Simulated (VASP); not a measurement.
# Pd (Fm-3m) in VASP: a series of runs

Pd is run at these levels: SVWN5; tasks: single point, relaxation of cell and atoms.

Program: VASP 6.6.1. These are calculated values, not measurements. Logs are shortened: lines on timing, memory, paths and dates and some standing lists are left out, and cuts for length are marked.

### 1 The cell of the first run

Symmetry: Fm-3m, No. 225, cubic system. Conventional cell: a = 3.837 Å, b = 3.837 Å, c = 3.837 Å, α = 90.00°, β = 90.00°, γ = 90.00°. Pd (site symmetry m-3m) has 12 Pd at 2.71 Å within 3.6 Å.

### 2 Single point, SVWN5 (volume scaled by 1.15)

The input, INCAR:

```
SYSTEM = Pd
PREC = Accurate ; ENCUT = 520
EDIFF = 1E-6 ; ISMEAR = -1
SIGMA = 0.05 ; LREAL = .False.
LASPH = .True. ; NELM = 80
ALGO = Normal ; ISIF = 2
LWAVE = .False. ; LCHARG = .True.
GGA = VW ; LELF = .True.
LVHAR = .True. ; NBANDS = 11
```

The input, KPOINTS:

```
Automatic mesh
0
Gamma
  12 12 12
  0 0 0
```

The input, POSCAR:

```
Pd
1.0
    0.0000000000      1.9185422671      1.9185422671
    1.9185422671      0.0000000000      1.9185422671
    1.9185422671      1.9185422671      0.0000000000
Pd
1
Direct
    0.0000000000      0.0000000000      0.0000000000
```

Potentials or basis: VASP PAW PBE potentials, release 64 (Pd).

Launch:

```sh
cat potpaw_PBE.64/Pd/POTCAR > POTCAR
mpirun -np 1 vasp_std > vasp.out
```

OUTCAR:

```text
SYSTEM = Pd
   PREC = Accurate
   ENCUT = 520
   EDIFF = 1E-6
   ISMEAR = -1
   LREAL = .False.
   LASPH = .True.
   NELM = 80
   ISIF = 2
   GGA = VW

 ion  position               nearest neighbor table
   1  0.000  0.000  0.000-

  LATTYP: Found a face centered cubic cell.
 ALAT       =     3.8370845342

  Lattice vectors:

 A1 = (   0.0000000000,   1.9185422671,   1.9185422671)
 A2 = (   1.9185422671,   0.0000000000,   1.9185422671)
 A3 = (   1.9185422671,   1.9185422671,   0.0000000000)

Analysis of symmetry for initial positions (statically):
[... 33 lines left out ...]
                                     Primitive cell

  volume of cell :      14.1236

  direct lattice vectors                    reciprocal lattice vectors
     0.000000000  1.918542267  1.918542267    -0.260614535  0.260614535  0.260614535
     1.918542267  0.000000000  1.918542267     0.260614535 -0.260614535  0.260614535
     1.918542267  1.918542267  0.000000000     0.260614535  0.260614535 -0.260614535

  length of vectors
     2.713228494  2.713228494  2.713228494     0.451397615  0.451397615  0.451397615

  position of ions in fractional coordinates (direct lattice)
     0.000000000  0.000000000  0.000000000

  ion indices of the primitive-cell ions
   primitive index   ion index
                 1           1

----------------------------------------------------------------------------------------

 KPOINTS: Automatic mesh

Automatic generation of k-mesh.
 Grid dimensions read from file:
 generate k-points for:   12   12   12

 Generating k-lattice:

  Cartesian coordinates                     Fractional coordinates (reciprocal lattice)
    -0.021717878  0.021717878  0.021717878     0.083333333  0.000000000  0.000000000
     0.021717878 -0.021717878  0.021717878     0.000000000  0.083333333  0.000000000
     0.021717878  0.021717878 -0.021717878     0.000000000  0.000000000  0.083333333

  Length of vectors
     0.037616468  0.037616468  0.037616468

  Shift w.r.t. Gamma in fractional coordinates (k-lattice)
     0.000000000  0.000000000  0.000000000

 Subroutine IBZKPT returns following result:
 ===========================================

 Found     72 irreducible k-points:

 Following reciprocal coordinates:
            Coordinates               Weight
  0.000000  0.000000  0.000000      1.000000
  0.083333  0.000000  0.000000      8.000000
  0.166667  0.000000  0.000000      8.000000
  0.250000  0.000000  0.000000      8.000000
  0.333333  0.000000  0.000000      8.000000
  0.416667  0.000000  0.000000      8.000000
[... 16 lines left out ...]
  0.500000  0.166667  0.000000     24.000000
 -0.416667  0.166667  0.000000     24.000000
 [... further k-points ...]
   k-points           NKPTS =     72   k-points in BZ     NKDIM =     72   number of bands    NBANDS=     11
   number of dos      NEDOS =    301   number of ions     NIONS =      1
   total plane-waves  NPLWV =   8000
   dimension x,y,z NGX =    20 NGY =   20 NGZ =   20
   dimension x,y,z NGXF=    40 NGYF=   40 NGZF=   40
   ions per type =               1
   NGX,Y,Z   is equivalent  to a cutoff of  12.25, 12.25, 12.25 a.u.
   NGXF,Y,Z  is equivalent  to a cutoff of  24.51, 24.51, 24.51 a.u.
 SYSTEM =  Pd
   PREC   = accura    normal or accurate (medium, high low for compatibility)
   ISTART =      0    job   : 0-new  1-cont  2-samecut
   ICHARG =      2    charge: 1-file 2-atom 10-const
   ISPIN  =      1    spin polarized calculation?
   LNONCOLLINEAR =      F non collinear calculations
   LSORBIT =      F    spin-orbit coupling
   LASPH  =      T    aspherical Exc in radial PAW
   ENCUT  =  520.0 eV  38.22 Ry    6.18 a.u.   5.04  5.04  5.04*2*pi/ulx,y,z
   NELM   =     80;   NELMIN=  2; NELMDL= -5     # of ELM steps
   EDIFF  = 0.1E-05   stopping-criterion for ELM
   LREAL  =      F    real-space projection
   EDIFFG = 0.1E-04   stopping-criterion for IOM
   NSW    =      0    number of steps for IOM
   IBRION =     -1    ionic relax: 0-MD 1-quasi-New 2-CG
   NFREE  =      0    steps in history (QN), initial steepest desc. (CG)
   ISIF   =      2    stress and relaxation
   ISYM   =      2    0-nonsym 1-usesym 2-fastsym
   POTIM  = 0.5000    time-step for ionic-motion
   TEBEG  =    0.0;   TEEND  =   0.0 temperature during run
   PSTRESS=    0.0 pullay stress
   NELECT =      10.0000    total number of electrons
   NUPDOWN=      -1.0000    fix difference up-down
   EMIN   =  10.00;   EMAX   =-10.00  energy-range for DOS
   EFERMI =   0.00;   METHOD = LEGACY
   ISMEAR =    -1;   SIGMA  =   0.05  broadening in eV -4-tet -1-fermi 0-gaus
   EFERMI_NEDOS =   21; number of points for ismear=-14 and -15
   IALGO  =     38    algorithm
   IMIX   =      4    mixing-type and parameters
     AMIX     =   0.40;   BMIX     =  1.00
     AMIX_MAG =   1.60;   BMIX_MAG =  1.00
  volume/ion in A,a.u.               =      14.12        95.31
  Fermi-wavevector in a.u.,A,eV,Ry     =   1.459128  2.757353 28.967555  2.129055
  Thomas-Fermi vector in A             =   2.575732
   LORBIT       =      0    0 simple, 1 ext, 2 COOP (PROOUT), +10 PAW based schemes
   GGA     = VW    functional components
   LHFCALC =     F    Hartree Fock is set to
   AEXX    =    0.0000 exact exchange contribution
   IVDW    =     0    specifies the selected vdW correction
   LEPSILON=     F    determine dielectric tensor
   LRPA    =     F    only Hartree local field effects (RPA)
 non-spin polarized calculation
  energy-cutoff  :      520.00
  volume of cell :       14.12
 maximum number of plane-waves:       392
   NGX =  9   NGY =  9   NGZ =  9

 number of electron      10.0000005 magnetization

 Free energy of the ion-electron system (eV)
  ---------------------------------------------------
  ext. energy  EPLUGINS =         0.00000000
  ---------------------------------------------------
  free energy    TOTEN  =        -6.49923133 eV

  energy without entropy =       -6.48085453  energy(sigma->0) =       -6.49004293

 E-fermi :  10.1466     XC(G=0): -13.7852

 val. band max:       10.1451048033   @ k =   0.4167   0.2500   0.0000
 cond. band min:      10.1466010795   @ k =   0.5000   0.4167   0.0833
 fundamental gap:      0.0014962762
 Fermi energy:        10.1465834726

 k-point     1 :       0.0000    0.0000    0.0000
  band No.  band energies     occupation
      1       2.5716      2.00000
      2       7.0922      2.00000
      3       7.0922      2.00000
      4       7.0922      2.00000
      5       8.8562      2.00000
      6       8.8562      2.00000
      7      27.3970      0.00000
      8      32.3560      0.00000
      9      32.3560      0.00000
     10      32.3560      0.00000
     11      36.0093      0.00000

 k-point     2 :       0.0833    0.0000    0.0000
  band No.  band energies     occupation
      1       2.8320      2.00000
      2       6.9985      2.00000
      3       7.1833      2.00000
      4       7.1833      2.00000
      5       8.8129      2.00000
      6       8.8129      2.00000
      7      27.6859      0.00000
      8      30.8692      0.00000
      9      32.6737      0.00000
     10      32.6737      0.00000
     11      36.0607      0.00000

 k-point     3 :       0.1667    0.0000    0.0000
  band No.  band energies     occupation
      1       3.5345      2.00000
      2       6.8360      2.00000
      3       7.3690      2.00000
      4       7.3690      2.00000
      5       8.7815      2.00000
      6       8.7815      2.00000
      7      27.7032      0.00000
      8      28.7868      0.00000
      9      33.5128      0.00000
     10      33.5128      0.00000
     11      36.1339      0.00000

 k-point     4 :       0.2500    0.0000    0.0000
  band No.  band energies     occupation
      1       4.3123      2.00000
      2       7.0450      2.00000
      3       7.4114      2.00000
      4       7.4114      2.00000
      5       9.0082      2.00000
      6       9.0082      2.00000
      7      25.0063      0.00000
      8      28.5526      0.00000
      9      34.2961      0.00000
     10      34.2961      0.00000
     11      35.9580      0.00000

 k-point     5 :       0.3333    0.0000    0.0000
  band No.  band energies     occupation
      1       4.5767      2.00000
      2       7.2672      2.00000
      3       7.2672      2.00000
      4       8.2267      2.00000
      5       9.4971      2.00000
      6       9.4971      2.00000
      7      21.9228      0.00000
      8      27.7702      0.00000
      9      33.3943      0.00000
     10      33.3943      0.00000
     11      36.8011      0.00000
[... 211 lines left out ...]
 k-point    21 :       0.3333    0.1667    0.0000
  band No.  band energies     occupation
      1       5.0647      2.00000
      2       6.2262      2.00000
      3       7.2874      2.00000
      4       8.0061      2.00000
      5       9.6911      1.99978
      6       9.7291      1.99953
      7      24.4588      0.00000
      8      28.6966      0.00000
      9      29.4572      0.00000
     10      31.6733      0.00000
     11      35.9080      0.00000

 k-point    22 :       0.4167    0.1667    0.0000
  band No.  band energies     occupation
      1       5.0960      2.00000
      2       6.6403      2.00000
      3       7.2677      2.00000
      4       7.8587      2.00000
      5      10.1026      1.41362
      6      11.3489      0.00000
      7      21.2341      0.00000
      8      27.6793      0.00000
      9      29.0817      0.00000
     10      30.8992      0.00000
     11      36.0871      0.00000

 k-point    23 :       0.5000    0.1667    0.0000
  band No.  band energies     occupation
      1       5.0562      2.00000
      2       6.5790      2.00000
      3       7.7025      2.00000
      4       7.8360      2.00000
      5      10.1957      0.54514
      6      13.2674      0.00000
      7      18.4820      0.00000
      8      26.8349      0.00000
      9      29.3339      0.00000
     10      29.8478      0.00000
     11      36.0933      0.00000

 k-point    24 :      -0.4167    0.1667    0.0000
  band No.  band energies     occupation
      1       5.1116      2.00000
      2       6.5861      2.00000
      3       7.6286      2.00000
      4       8.0559      2.00000
      5       9.8995      1.98580
      6      13.8329      0.00000
      7      17.9831      0.00000
      8      26.2836      0.00000
      9      29.2751      0.00000
     10      30.4237      0.00000
     11      36.0879      0.00000

 [... further k-points ...]
[... 5 lines left out ...]
  --------------------------------------------------------------------------------------
  -------------------------------------------------------------------------------------
  Total       -0.0402051     -0.0402051     -0.0402051      0.0000000      0.0000000      0.0000000
  in kB       -4.5608711     -4.5608711     -4.5608711      0.0000000      0.0000000      0.0000000
  external PRESSURE =      -4.5608711 kB  Pullay stress =       0.0000000 kB

 VOLUME and BASIS-vectors are now :
 -----------------------------------------------------------------------------
  energy-cutoff  :      520.00
  volume of cell :       14.12
      direct lattice vectors                 reciprocal lattice vectors
     0.000000000  1.918542267  1.918542267    -0.260614535  0.260614535  0.260614535
     1.918542267  0.000000000  1.918542267     0.260614535 -0.260614535  0.260614535
     1.918542267  1.918542267  0.000000000     0.260614535  0.260614535 -0.260614535

 POSITION                                       TOTAL-FORCE (eV/Angst)
 -----------------------------------------------------------------------------------
      0.00000      0.00000      0.00000         0.000000     -0.000000      0.000000
 -----------------------------------------------------------------------------------
    total drift:                                0.000000      0.000000      0.000000

  FREE ENERGIE OF THE ION-ELECTRON SYSTEM (eV)
  ---------------------------------------------------
  free  energy   TOTEN  =        -6.4992313338 eV

  energy  without entropy=       -6.4808545308  energy(sigma->0) =       -6.49004293
```

It took 4.4 s on 1 thread of Intel Xeon 6975P-C (Granite Rapids), shared host; peak memory 0.12 GiB.

Results:

* Free energy: -6.4992 eV
* Pressure: -0.5 GPa
* Band gap on the k mesh: zero (band 5 reaches 10.49 eV, above the bottom of band 6 at 8.78 eV)

Levels at points of the mesh, in eV from the Fermi level:
| k point | band 2 | band 3 | band 4 | band 5 | band 6 | band 7 | band 8 | band 9 |
| --- | --- | --- | --- | --- | --- | --- | --- | --- |
| (0.00, 0.00, 0.00) | -3.05 | -3.05 | -3.05 | -1.29 | -1.29 | 17.25 | 22.21 | 22.21 |
| (0.50, 0.00, 0.00) | -3.10 | -3.10 | 0.00 | 0.00 | 0.87 | 7.59 | 16.63 | 21.41 |
| (0.50, 0.50, 0.00) | -5.49 | -0.01 | 0.34 | 0.34 | 3.27 | 11.17 | 13.34 | 13.34 |

Caveat: the cell differs from its parent crystal (volume scaled by 1.15); the PAW data sets were made with another functional, which shifts forces and pressure a little.

### 3 Relaxation of cell and atoms, SVWN5 (volume scaled by 1.15)

The input, INCAR:

```
SYSTEM = Pd
  PREC = Accurate
  ENCUT = 600
  EDIFF = 1E-7
  ISMEAR = -1
  SIGMA = 0.05
  LREAL = .False.
  LASPH = .True.
  NELM = 100
  ALGO = Normal
  ISIF = 3
  LWAVE = .False.
  LCHARG = .False.
  GGA = VW
  IBRION = 2
  NSW = 80
  EDIFFG = -0.005
```

KPOINTS is that of step 2.

The input, POSCAR:

```
Pd
1.0
    0.0000000000      2.0393277152      2.0393277152
    2.0393277152      0.0000000000      2.0393277152
    2.0393277152      2.0393277152      0.0000000000
Pd
1
Direct
    0.0000000000      0.0000000000      0.0000000000
```

Potentials or basis: VASP PAW PBE potentials, release 64 (Pd).

Launch:

```sh
cat potpaw_PBE.64/Pd/POTCAR > POTCAR
mpirun -np 1 vasp_std > vasp.out
```

Run time: 14 s. Hardware: 1 thread of Intel Xeon 6975P-C (Granite Rapids), shared host; peak memory 0.15 GiB.

The run converged. Its results:

| Property | Result |
| --- | --- |
| Free energy | -6.5003 eV |
| Relaxed volume | 14.10 Å³/atom |
| Relaxed cell | a = 2.711 Å, b = 2.711 Å, c = 2.711 Å, α = 60.00°, β = 60.00°, γ = 60.00° |
| Space group after relaxing (to 0.05 Å) | Fm-3m (No. 225) |
| Energy gained by relaxing | 278.6 meV/atom |
| Ionic steps | 5 |
| Pressure after relaxing | 0.0 GPa |
| Band gap on the k mesh | zero (band 5 reaches 10.52 eV, above the bottom of band 6 at 8.81 eV) |

Step by step:
```csv
step,energy change (eV),largest force (eV/Å),pressure (GPa),volume (Å³)
1,0.0000,0.0000,-25.53,16.96
2,0.4460,0.0000,100.48,11.15
3,-0.2774,0.0000,-2.48,14.26
4,-0.2785,0.0000,-0.92,14.16
5,-0.2786,0.0000,0.05,14.10
```

Final structure:
```cif
data_structure
_symmetry_space_group_name_H-M 'P 1'
_symmetry_Int_Tables_number 1
_cell_length_a 2.7115
_cell_length_b 2.7115
_cell_length_c 2.7115
_cell_angle_alpha 60.000
_cell_angle_beta 60.000
_cell_angle_gamma 60.000
_cell_volume 14.10
loop_
_atom_site_label
_atom_site_type_symbol
_atom_site_fract_x
_atom_site_fract_y
_atom_site_fract_z
_atom_site_occupancy
Pd1 Pd 0.00000 0.00000 0.00000 1
```

Levels at points of the mesh, in eV from the Fermi level:
| k point | band 2 | band 3 | band 4 | band 5 | band 6 | band 7 | band 8 | band 9 |
| --- | --- | --- | --- | --- | --- | --- | --- | --- |
| (0.00, 0.00, 0.00) | -3.06 | -3.06 | -3.06 | -1.29 | -1.29 | 17.25 | 22.22 | 22.22 |
| (0.50, 0.00, 0.00) | -3.11 | -3.11 | 0.00 | 0.00 | 0.87 | 7.61 | 16.63 | 21.42 |
| (0.50, 0.50, 0.00) | -5.50 | -0.01 | 0.34 | 0.34 | 3.27 | 11.19 | 13.35 | 13.35 |

Caveat: the cell differs from its parent crystal (volume scaled by 1.15); the volume moved by over 15 % at a fixed basis, so the end points are rough; the PAW data sets were made with another functional, which shifts forces and pressure a little.
